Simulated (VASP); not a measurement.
# Al2O3 (R-3c) in VASP: settings compared

Al2O3 is run at these levels: PBE, LDA; tasks: electric field gradients.

Program: VASP 6.6.1. These are calculated values, not measurements. Logs are shortened: lines on timing, memory, paths and dates and some standing lists are left out, and cuts for length are marked.

## (1) The cell of the first run

It takes space group R-3c (No. 167, trigonal). Conventional cell: a = 4.805 Å, b = 4.805 Å, c = 13.116 Å, α = 90.00°, β = 90.00°, γ = 120.00°. Within 2.5 Å of Al (site symmetry 3) lie 6 O at 1.87 to 1.99 Å. Within 2.9 Å of O (site symmetry 2) lie 4 Al at 1.87 to 1.99 Å and 12 O at 2.55 to 2.89 Å.

## (2) Electric field gradients, PBE

File INCAR:

```
SYSTEM = Al2O3
PREC     = Accurate       ! precision mode
ENCUT    = 520            ! plane-wave cutoff, eV
EDIFF    = 1E-8           ! SCF threshold, eV
ISMEAR   = -1             ! smearing method
SIGMA    = 0.02           ! smearing width, eV
LREAL    = .False.        ! projectors in reciprocal space
LASPH    = .True.         ! aspherical terms in the spheres
NELM     = 60             ! most SCF steps
ALGO     = Normal         ! electronic algorithm
ISIF     = 2              ! what is computed and relaxed
LWAVE    = .False.        ! write WAVECAR
LCHARG   = .False.        ! write CHGCAR
GGA      = PE             ! functional
LEFG     = .True.       
NBANDS   = 35             ! bands
```

File KPOINTS:

```
Automatic mesh
0
Gamma
  8 8 8
  0 0 0
```

File POSCAR:

```
Al2O3
1.0
    2.4025136104      1.3870918797      4.3720844159
   -2.4025136104      1.3870918797      4.3720844159
    0.0000000000     -2.7741837594      4.3720844159
Al O
4 6
Direct
    0.6479040000      0.6479040000      0.6479040000
    0.8520960000      0.8520960000      0.8520960000
    0.1479040000      0.1479040000      0.1479040000
    0.3520960000      0.3520960000      0.3520960000
    0.4438545000      0.0561455000      0.7500000000
    0.9438545000      0.2500000000      0.5561455000
    0.0561455000      0.7500000000      0.4438545000
    0.7500000000      0.4438545000      0.0561455000
    0.2500000000      0.5561455000      0.9438545000
    0.5561455000      0.9438545000      0.2500000000
```

Potentials or basis: VASP PAW PBE potentials, release 64 (Al, O).

Launch:

```console
$ cat potpaw_PBE.64/Al/POTCAR potpaw_PBE.64/O/POTCAR > POTCAR
$ mpirun -np 1 vasp_std > vasp.out
```

OUTCAR:

```text
SYSTEM = Al2O3
   PREC = Accurate
   ENCUT = 520
   EDIFF = 1E-8
   ISMEAR = -1
   LREAL = .False.
   LASPH = .True.
   NELM = 60
   ISIF = 2
   GGA = PE

 ion  position               nearest neighbor table
   1  0.648  0.648  0.648-   6 1.87  10 1.87   9 1.87   5 1.99   7 1.99   8 1.99   2 2.68   4 2.82
                             4 2.82   4 2.82   2 3.25   2 3.25   2 3.25
   2  0.852  0.852  0.852-   9 1.87  10 1.87   6 1.87   5 1.99   8 1.99   7 1.99   1 2.68   3 2.82
                             3 2.82   3 2.82   1 3.25   1 3.25   1 3.25
   3  0.148  0.148  0.148-   8 1.87   5 1.87   7 1.87  10 1.99   9 1.99   6 1.99   4 2.68   2 2.82
                             2 2.82   2 2.82   4 3.25   4 3.25   4 3.25
   4  0.352  0.352  0.352-   7 1.87   5 1.87   8 1.87  10 1.99   6 1.99   9 1.99   3 2.68   1 2.82
                             1 2.82   1 2.82   3 3.25   3 3.25   3 3.25
   5  0.444  0.056  0.750-   3 1.87   4 1.87   1 1.99   2 1.99
   6  0.944  0.250  0.556-   1 1.87   2 1.87   4 1.99   3 1.99
   7  0.056  0.750  0.444-   4 1.87   3 1.87   1 1.99   2 1.99
   8  0.750  0.444  0.056-   3 1.87   4 1.87   2 1.99   1 1.99
   9  0.250  0.556  0.944-   2 1.87   1 1.87   3 1.99   4 1.99
  10  0.556  0.944  0.250-   1 1.87   2 1.87   3 1.99   4 1.99

  LATTYP: Found a trigonal (rhomboedric) cell.
 ALAT       =     5.1779549699
 COS(alpha) =     0.5694286086

  Lattice vectors:

 A1 = (   2.4025136104,   1.3870918797,   4.3720844159)
 A2 = (  -2.4025136104,   1.3870918797,   4.3720844159)
 A3 = (   0.0000000000,  -2.7741837594,   4.3720844159)

Analysis of symmetry for initial positions (statically):
=====================================================================
 Subroutine PRICEL returns:
 Original cell was already a primitive cell.

 Routine SETGRP: Setting up the symmetry group for a
 trigonal (rhombohedral) supercell.

 Subroutine GETGRP returns: Found 12 space group operations
 (whereof  6 operations were pure point group operations)
 out of a pool of 12 trial point group operations.

The static configuration has the point symmetry S_6 .
 The point group associated with its full space group is D_3d.

Analysis of symmetry for dynamics (positions and initial velocities):
=====================================================================
 Subroutine PRICEL returns:
 Original cell was already a primitive cell.

 Routine SETGRP: Setting up the symmetry group for a
 trigonal (rhombohedral) supercell.

[... 1097 lines left out ...]
  external PRESSURE =       3.3881334 kB  Pullay stress =       0.0000000 kB

 VOLUME and BASIS-vectors are now :
 -----------------------------------------------------------------------------
  energy-cutoff  :      520.00
  volume of cell :       87.42
      direct lattice vectors                 reciprocal lattice vectors
     2.402513610  1.387091880  4.372084416     0.208115366  0.120155463  0.076241285
    -2.402513610  1.387091880  4.372084416    -0.208115366  0.120155463  0.076241285
     0.000000000 -2.774183759  4.372084416     0.000000000 -0.240310925  0.076241285

 POSITION                                       TOTAL-FORCE (eV/Angst)
 -----------------------------------------------------------------------------------
      0.00000      0.00000      8.49807         0.000000     -0.000000     -0.012650
      0.00000      0.00000     11.17631         0.000000     -0.000000      0.012650
      0.00000      0.00000      1.93995         0.000000     -0.000000     -0.012650
      0.00000      0.00000      4.61818         0.000000     -0.000000      0.012650
      0.93148     -1.38709      5.46511        -0.006309     -0.000000     -0.000000
      1.66699      0.11314      7.65115        -0.003155     -0.005464     -0.000000
     -1.66699     -0.11314      5.46511         0.003155      0.005464     -0.000000
      0.73552      1.50023      5.46511         0.003155     -0.005464     -0.000000
     -0.73552     -1.50023      7.65115        -0.003155      0.005464     -0.000000
     -0.93148      1.38709      7.65115         0.006309     -0.000000      0.000000
 -----------------------------------------------------------------------------------
    total drift:                               -0.000000      0.000000     -0.000000

  FREE ENERGIE OF THE ION-ELECTRON SYSTEM (eV)
  ---------------------------------------------------
  free  energy   TOTEN  =       -74.8117512025 eV

  energy  without entropy=      -74.8117512025  energy(sigma->0) =      -74.81175120

 Electric field gradients (V/A^2)
---------------------------------------------------------------------
 ion       V_xx      V_yy      V_zz      V_xy      V_xz      V_yz
---------------------------------------------------------------------
   1      -2.922    -2.922     5.845     0.000    -0.000     0.000
   2      -2.922    -2.922     5.845    -0.000     0.000     0.000
   3      -2.922    -2.922     5.845    -0.000     0.000     0.000
   4      -2.922    -2.922     5.845    -0.000    -0.000     0.000
   5       9.546    -6.127    -3.419     0.000    -0.000   -34.195
   6      -2.209     5.628    -3.419     6.787   -29.614    17.097
   7      -2.209     5.628    -3.419     6.787   -29.614    17.097
   8      -2.209     5.628    -3.419    -6.787    29.614    17.097
   9      -2.209     5.628    -3.419    -6.787    29.614    17.097
  10       9.546    -6.127    -3.419    -0.000    -0.000   -34.195
---------------------------------------------------------------------

 Electric field gradients after diagonalization (V/A^2)
 (convention: |V_zz| > |V_xx| > |V_yy|)
----------------------------------------------------------------------
 ion       V_xx      V_yy      V_zz     asymmetry (V_yy - V_xx)/ V_zz
----------------------------------------------------------------------
   1      -2.922    -2.922     5.845       0.000
   2      -2.922    -2.922     5.845       0.000
   3      -2.922    -2.922     5.845       0.000
   4      -2.922    -2.922     5.845       0.000
   5      29.449     9.546   -38.995       0.510
   6      29.449     9.546   -38.995       0.510
   7      29.449     9.546   -38.995       0.510
   8      29.449     9.546   -38.995       0.510
   9      29.449     9.546   -38.995       0.510
  10      29.449     9.546   -38.995       0.510
----------------------------------------------------------------------

           NMR quadrupolar parameters

 Cq : quadrupolar parameter    Cq=e*Q*V_zz/h
 eta: asymmetry parameters     (V_yy - V_xx)/ V_zz
 Q  : nuclear electric quadrupole moment in mb (millibarn)
----------------------------------------------------------------------
 ion       Cq(MHz)       eta       Q (mb)
----------------------------------------------------------------------
   1       0.014       0.000       1.000
   2       0.014       0.000       1.000
   3       0.014       0.000       1.000
   4       0.014       0.000       1.000
   5      -0.094       0.510       1.000
   6      -0.094       0.510       1.000
   7      -0.094       0.510       1.000
   8      -0.094       0.510       1.000
   9      -0.094       0.510       1.000
  10      -0.094       0.510       1.000
----------------------------------------------------------------------
```

It took 6.1 min on 1 thread of Intel Xeon 8259CL, shared host; peak memory 0.32 GiB.

Results:

| Item | Value |
| --- | --- |
| Free energy | -74.8118 eV |
| Pressure | 0.3 GPa |
| Largest force | 0.013 eV/Å |
| Band gap on the k mesh | 5.88 eV |
| Largest electric field gradient by atom | Al +5.8; O -39.0 V/Å² |

Forces on the atoms (eV/Å):
```
Al   0.000  0.000 -0.013
Al   0.000  0.000  0.013
Al   0.000  0.000 -0.013
Al   0.000  0.000  0.013
O   -0.006  0.000  0.000
O   -0.003 -0.005  0.000
O    0.003  0.005  0.000
O    0.003 -0.005  0.000
O   -0.003  0.005  0.000
O    0.006  0.000  0.000
```

Stress tensor (GPa, compression positive):
```
0.38 0.00 0.00
0.00 0.38 0.00
0.00 0.00 0.26
```

Electric field gradients, principal values (V/Å²):
| atom | least | middle | greatest (by size) |
| --- | --- | --- | --- |
| 1 Al | -2.922 | -2.922 | 5.845 |
| 2 Al | -2.922 | -2.922 | 5.845 |
| 3 Al | -2.922 | -2.922 | 5.845 |
| 4 Al | -2.922 | -2.922 | 5.845 |
| 5 O | 9.546 | 29.449 | -38.995 |
| 6 O | 9.546 | 29.449 | -38.995 |
| 7 O | 9.546 | 29.449 | -38.995 |
| 8 O | 9.546 | 29.449 | -38.995 |
| 9 O | 9.546 | 29.449 | -38.995 |
| 10 O | 9.546 | 29.449 | -38.995 |

Caveat: without QUAD_EFG the Cq values of the log hold for a quadrupole moment of 1 mb, not for the nuclei. A k mesh can miss the band edges.

## (3) Electric field gradients, LDA

File INCAR:

```
ALGO     = Normal         # electronic algorithm
EDIFF    = 1E-8           # SCF threshold, eV
ENCUT    = 520            # plane-wave cutoff, eV
ISIF     = 2              # what is computed and relaxed
ISMEAR   = -1             # smearing method
LASPH    = True           # aspherical terms in the spheres
LCHARG   = False          # write CHGCAR
LEFG     = True         
LREAL    = False          # projectors in reciprocal space
LWAVE    = False          # write WAVECAR
NBANDS   = 35             # bands
NELM     = 80             # most SCF steps
PREC     = Accurate       # precision mode
SIGMA    = 0.02           # smearing width, eV
```

File KPOINTS:

```
k-points
0
Gamma
  8 8 8
```

POSCAR is that of step 2.

Potentials or basis: VASP PAW LDA potentials, release 64 (Al, O).

Launch:

```console
$ cat potpaw_LDA.64/Al/POTCAR potpaw_LDA.64/O/POTCAR > POTCAR
$ mpirun -np 1 vasp_std > vasp.out
```

OUTCAR:

```text
EDIFF = 1E-8
   ENCUT = 520
   ISIF = 2
   ISMEAR = -1
   LASPH = True
   LREAL = False
   NELM = 80
   PREC = Accurate

 ion  position               nearest neighbor table
   1  0.648  0.648  0.648-   6 1.87  10 1.87   9 1.87   5 1.99   7 1.99   8 1.99   2 2.68   4 2.82
                             4 2.82   4 2.82   2 3.25   2 3.25   2 3.25
   2  0.852  0.852  0.852-   9 1.87  10 1.87   6 1.87   5 1.99   8 1.99   7 1.99   1 2.68   3 2.82
                             3 2.82   3 2.82   1 3.25   1 3.25   1 3.25
   3  0.148  0.148  0.148-   8 1.87   5 1.87   7 1.87  10 1.99   9 1.99   6 1.99   4 2.68   2 2.82
                             2 2.82   2 2.82   4 3.25   4 3.25   4 3.25
   4  0.352  0.352  0.352-   7 1.87   5 1.87   8 1.87  10 1.99   6 1.99   9 1.99   3 2.68   1 2.82
                             1 2.82   1 2.82   3 3.25   3 3.25   3 3.25
   5  0.444  0.056  0.750-   3 1.87   4 1.87   1 1.99   2 1.99
   6  0.944  0.250  0.556-   1 1.87   2 1.87   4 1.99   3 1.99
   7  0.056  0.750  0.444-   4 1.87   3 1.87   1 1.99   2 1.99
   8  0.750  0.444  0.056-   3 1.87   4 1.87   2 1.99   1 1.99
   9  0.250  0.556  0.944-   2 1.87   1 1.87   3 1.99   4 1.99
  10  0.556  0.944  0.250-   1 1.87   2 1.87   3 1.99   4 1.99

  LATTYP: Found a trigonal (rhomboedric) cell.
 ALAT       =     5.1779549699
 COS(alpha) =     0.5694286086

  Lattice vectors:

 A1 = (   2.4025136104,   1.3870918797,   4.3720844159)
[... 1159 lines left out ...]
   1      -3.031    -3.031     6.062     0.000    -0.000    -0.000
   2      -3.031    -3.031     6.062    -0.000     0.000    -0.000
   3      -3.031    -3.031     6.062    -0.000     0.000    -0.000
   4      -3.031    -3.031     6.062     0.000    -0.000    -0.000
   5       9.145    -5.886    -3.259     0.000    -0.000   -32.947
   6      -2.128     5.388    -3.259     6.509   -28.533    16.474
   7      -2.128     5.388    -3.259     6.509   -28.533    16.474
   8      -2.128     5.388    -3.259    -6.509    28.533    16.474
   9      -2.128     5.388    -3.259    -6.509    28.533    16.474
  10       9.145    -5.886    -3.259    -0.000    -0.000   -32.947
---------------------------------------------------------------------

 Electric field gradients after diagonalization (V/A^2)
 (convention: |V_zz| > |V_xx| > |V_yy|)
----------------------------------------------------------------------
 ion       V_xx      V_yy      V_zz     asymmetry (V_yy - V_xx)/ V_zz
----------------------------------------------------------------------
   1      -3.031    -3.031     6.062       0.000
   2      -3.031    -3.031     6.062       0.000
   3      -3.031    -3.031     6.062       0.000
   4      -3.031    -3.031     6.062       0.000
   5      28.401     9.145   -37.546       0.513
   6      28.401     9.145   -37.546       0.513
   7      28.401     9.145   -37.546       0.513
   8      28.401     9.145   -37.546       0.513
   9      28.401     9.145   -37.546       0.513
  10      28.401     9.145   -37.546       0.513
----------------------------------------------------------------------

           NMR quadrupolar parameters

 Cq : quadrupolar parameter    Cq=e*Q*V_zz/h
 eta: asymmetry parameters     (V_yy - V_xx)/ V_zz
 Q  : nuclear electric quadrupole moment in mb (millibarn)
----------------------------------------------------------------------
 ion       Cq(MHz)       eta       Q (mb)
----------------------------------------------------------------------
   1       0.015       0.000       1.000
   2       0.015       0.000       1.000
   3       0.015       0.000       1.000
   4       0.015       0.000       1.000
   5      -0.091       0.513       1.000
   6      -0.091       0.513       1.000
   7      -0.091       0.513       1.000
   8      -0.091       0.513       1.000
   9      -0.091       0.513       1.000
  10      -0.091       0.513       1.000
----------------------------------------------------------------------
```

OSZICAR:

```text
N       E                     dE             d eps       ncg     rms          rms(c)
DAV:   1     0.211557385335E+03    0.21156E+03   -0.25234E+04  4550   0.130E+03
DAV:   2    -0.786820584071E+02   -0.29024E+03   -0.28002E+03  5743   0.282E+02
DAV:   3    -0.911585059873E+02   -0.12476E+02   -0.12429E+02  5894   0.594E+01
DAV:   4    -0.912511576039E+02   -0.92652E-01   -0.92583E-01  5692   0.590E+00
DAV:   5    -0.912520690227E+02   -0.91142E-03   -0.91117E-03  5760   0.579E-01    0.173E+01
DAV:   6    -0.831607402879E+02    0.80913E+01   -0.28808E+01  5517   0.281E+01    0.619E+00
DAV:   7    -0.830619255735E+02    0.98815E-01   -0.81791E-01  5492   0.450E+00    0.318E+00
DAV:   8    -0.829794733677E+02    0.82452E-01   -0.82821E-02  5745   0.211E+00    0.724E-01
DAV:   9    -0.829726312101E+02    0.68422E-02   -0.12779E-02  5852   0.585E-01    0.270E-01
DAV:  10    -0.829727171911E+02   -0.85981E-04   -0.52225E-04  5438   0.138E-01    0.641E-02
DAV:  11    -0.829726915121E+02    0.25679E-04   -0.14775E-04  5588   0.702E-02    0.251E-02
DAV:  12    -0.829726918697E+02   -0.35758E-06   -0.43869E-06  5737   0.136E-02    0.677E-03
DAV:  13    -0.829726914754E+02    0.39427E-06   -0.13833E-06  5612   0.671E-03    0.157E-03
DAV:  14    -0.829726914729E+02    0.25079E-08   -0.71734E-08  5476   0.157E-03
   1 F= -.82972691E+02 E0= -.82972691E+02  d E =-.107436E-10
```

stdout:

```text
POSCAR found type information on POSCAR AlO
 POSCAR found :  2 types and      10 ions
 scaLAPACK will be used
 LDA part: xc-table for (Slater(with rela. corr.)+CA(PZ))
 , standard interpolation
 POSCAR, INCAR and KPOINTS ok, starting setup
 FFT: planning ... GRIDC
 FFT: planning ... GRID_SOFT
 FFT: planning ... GRID
 WAVECAR not read
 entering main loop
ion   1

ion   2

ion   3

ion   4

ion   5

ion   6
     0.0000293    -1.7906472    -4.0884491     0.6150043     7.0814015     1.0338306
     0.0000403    -1.7906472    -4.0884491     0.6150043     7.0814015     1.0338306
     0.0000555    -1.7906471    -4.0884490     0.6150043     7.0814014     1.0338306
     0.0000765    -1.7906471    -4.0884489     0.6150043     7.0814012     1.0338306

     0.0000293    -5.7381272   -14.0440101     2.2938093    24.3249390     3.3129093
     0.0000403    -5.7381262   -14.0440076     2.2938089    24.3249347     3.3129087
     0.0000555    -5.7381245   -14.0440033     2.2938082    24.3249273     3.3129077
     0.0000765    -5.7381217   -14.0439962     2.2938070    24.3249149     3.3129061
[... 23 lines left out ...]
ion   9
     0.0000293     1.7906472    -4.0884491     0.6150043    -7.0814015     1.0338306
     0.0000403     1.7906472    -4.0884491     0.6150043    -7.0814015     1.0338306
     0.0000555     1.7906471    -4.0884490     0.6150043    -7.0814014     1.0338306
     0.0000765     1.7906471    -4.0884489     0.6150043    -7.0814012     1.0338306

     0.0000293     5.7381272   -14.0440101     2.2938093   -24.3249390     3.3129093
     0.0000403     5.7381262   -14.0440076     2.2938089   -24.3249347     3.3129087
     0.0000555     5.7381245   -14.0440033     2.2938082   -24.3249273     3.3129077
     0.0000765     5.7381217   -14.0439962     2.2938070   -24.3249149     3.3129061

ion  10
```

Run time: 5.7 min. Hardware: 1 thread of Intel Xeon 8259CL, shared host; peak memory 0.28 GiB.

Results:

| Property | Result |
| --- | --- |
| Free energy | -82.9727 eV |
| Pressure | -10.9 GPa |
| Largest force | 0.093 eV/Å |
| Band gap on the k mesh | 5.83 eV |
| Largest electric field gradient by atom | Al +6.1; O -37.5 V/Å² |

Forces on the atoms (eV/Å):
```
Al   0.000  0.000  0.018
Al   0.000  0.000 -0.018
Al   0.000  0.000  0.018
Al   0.000  0.000 -0.018
O    0.093  0.000  0.000
O    0.046  0.080  0.000
O   -0.046 -0.080  0.000
O   -0.046  0.080  0.000
O    0.046 -0.080  0.000
O   -0.093  0.000  0.000
```

Electric field gradients, principal values (V/Å²):
| atom | least | middle | greatest (by size) |
| --- | --- | --- | --- |
| 1 Al | -3.031 | -3.031 | 6.062 |
| 2 Al | -3.031 | -3.031 | 6.062 |
| 3 Al | -3.031 | -3.031 | 6.062 |
| 4 Al | -3.031 | -3.031 | 6.062 |
| 5 O | 9.145 | 28.401 | -37.546 |
| 6 O | 9.145 | 28.401 | -37.546 |
| 7 O | 9.145 | 28.401 | -37.546 |
| 8 O | 9.145 | 28.401 | -37.546 |
| 9 O | 9.145 | 28.401 | -37.546 |
| 10 O | 9.145 | 28.401 | -37.546 |

Caveat: the cell stands under tension; without QUAD_EFG the Cq values of the log hold for a quadrupole moment of 1 mb, not for the nuclei.
